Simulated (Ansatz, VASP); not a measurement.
# Cd3TeSe2: VASP beside Ansatz

```
Cd Te Se
1.0
     4.47534    0.00000    0.00000
    -2.23767    3.87576    0.00000
     0.00000    0.00000   10.97188
Cd Te Se
3 1 2
Direct
  0.00000 0.00000 0.01340
  0.66667 0.33333 0.33358
  0.33333 0.66667 0.65221
  0.00000 0.00000 0.75277
  0.66667 0.33333 0.08884
  0.33333 0.66667 0.40920
```

Alike in both runs: functional PBE; k mesh 6 × 6 × 2; occupations gaussian, width 0.1 eV; no spin polarisation.

Ansatz relaxed the structure, and its values are those at the end. VASP's run is a single point on that final structure, the one shown.

```csv
,VASP,Ansatz
version,VASP 6.6.1,Ansatz 0.2.0
potentials or method,"VASP PAW PBE potentials, release 64 (Cd, Te, Se), cutoff 520 eV","scalar-relativistic, plane waves, PAW"
valence electrons in the cell,54,108
```

|  | VASP | Ansatz | Ansatz less VASP |
| --- | --- | --- | --- |
| gap on the k mesh at the Fermi level (eV) | 0.09 | 0.10 | +0.003 |
| least direct gap on the mesh (eV) | 0.09 | 0.10 | +0.003 |
| pressure (GPa) | 0.4 | 0.2 | -0.19 |
| rms of the force components (eV/Å) | 0.012 | 0.009 | -0.0027 |

The functional is the same, so the differences come from potentials, cutoffs and numerics. VASP's potentials hold 54 valence electrons a cell and Ansatz's 108, so a difference there can come from the potentials and not from the codes.

Spin-orbit coupling is off throughout.
